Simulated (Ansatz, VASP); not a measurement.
**One calculation of InSbMoO6, two programs**

INCAR

```
  PREC = Accurate
  ENCUT = 520
  EDIFF = 1E-7
  ISMEAR = 0
  SIGMA = 0.1
  LREAL = Auto
  LASPH = T
  NELM = 100
  ALGO = Normal
  ISIF = 2
  LWAVE = F
  LCHARG = F
  GGA = PE
  IVDW = 12
  NBANDS = 83
```

Contents of KPOINTS:

```
regular mesh
0
Gamma
  4 4 2
```

File POSCAR:

```
InSbMoO6
1.0
    5.1634000000      0.0000000000      0.0000000000
    0.0000000000      5.3550000000      0.0000000000
    0.0000000000      0.0000000000      9.0067000000
In Sb Mo O
2 2 2 12
Direct
    0.0000000000      0.5000000000      0.5236300000
    0.5000000000      0.0000000000      0.4763700000
    0.0000000000      0.0000000000      0.7447700000
    0.5000000000      0.5000000000      0.2552300000
    0.5000000000      0.5000000000      0.8101300000
    0.0000000000      0.0000000000      0.1898700000
    0.2223000000      0.1742000000      0.6090000000
    0.7777000000      0.8258000000      0.6090000000
    0.7223000000      0.3258000000      0.3910000000
    0.2777000000      0.6742000000      0.3910000000
    0.2392000000      0.6792000000      0.7114000000
    0.7608000000      0.3208000000      0.7114000000
    0.7392000000      0.8208000000      0.2886000000
    0.2608000000      0.1792000000      0.2886000000
    0.3474000000      0.2858000000      0.9290000000
    0.6526000000      0.7142000000      0.9290000000
    0.8474000000      0.2142000000      0.0710000000
    0.1526000000      0.7858000000      0.0710000000
```

Input for Ansatz:

```yaml
crystal:
  lattice:
    - [5.1634, 0.0, 0.0]
    - [0.0, 5.355, 0.0]
    - [0.0, 0.0, 9.0067]
  atoms:
    - { symbol: In, position: [0.0, 0.5, 0.52363] }
    - { symbol: In, position: [0.5, 0.0, 0.47637] }
    - { symbol: Sb, position: [0.0, 0.0, 0.74477] }
    - { symbol: Sb, position: [0.5, 0.5, 0.25523] }
    - { symbol: Mo, position: [0.5, 0.5, 0.81013] }
    - { symbol: Mo, position: [0.0, 0.0, 0.18987] }
    - { symbol: O, position: [0.2223, 0.1742, 0.609] }
    - { symbol: O, position: [0.7777, 0.8258, 0.609] }
    - { symbol: O, position: [0.7223, 0.3258, 0.391] }
    - { symbol: O, position: [0.2777, 0.6742, 0.391] }
    - { symbol: O, position: [0.2392, 0.6792, 0.7114] }
    - { symbol: O, position: [0.7608, 0.3208, 0.7114] }
    - { symbol: O, position: [0.7392, 0.8208, 0.2886] }
    - { symbol: O, position: [0.2608, 0.1792, 0.2886] }
    - { symbol: O, position: [0.3474, 0.2858, 0.929] }
    - { symbol: O, position: [0.6526, 0.7142, 0.929] }
    - { symbol: O, position: [0.8474, 0.2142, 0.071] }
    - { symbol: O, position: [0.1526, 0.7858, 0.071] }
basis:
  ecutwfc: 600.0
kpoints:
  mp_grid: { grid: [4, 4, 2] }
hamiltonian:
  xc: pbe
  dispersion: d3bj
  pseudopotentials: { kind: paw }
scf:
  occupations: { method: gaussian, width: 0.1 }
output:
  forces: true
  stress: true
  eigenvalues: true
```

Alike in both runs: task single point; functional PBE; dispersion D3(BJ); k mesh 4 × 4 × 2; occupations gaussian, width 0.1 eV; no spin polarisation.

|  | VASP | Ansatz |
| --- | --- | --- |
| version | VASP 6.6.1 | Ansatz 0.2.0 |
| potentials or method | VASP PAW PBE potentials, release 64 (In_d, Sb, Mo_sv, O), cutoff 520 eV | scalar-relativistic, plane waves, PAW |
| valence electrons in the cell | 136 | 156 |

|  | VASP | Ansatz | Ansatz less VASP |
| --- | --- | --- | --- |
| gap on the k mesh at the Fermi level (eV) | 1.67 | 1.72 | +0.044 |
| least direct gap on the mesh (eV) | 2.11 | 2.14 | +0.035 |
| pressure (GPa) | 5.1 | 4.7 | -0.42 |
| traceless stress, the component that is largest in VASP (GPa) | 0.36 | 0.35 | -0.017 |
| rms of the force components (eV/Å) | 1.468 | 1.446 | -0.0221 |

Atom by atom the forces differ by 0.069 eV/Å (rms over components). VASP's potentials hold 136 valence electrons a cell and Ansatz's 156, so a difference there can come from the potentials and not from the codes.

Neither program's run includes spin-orbit coupling.
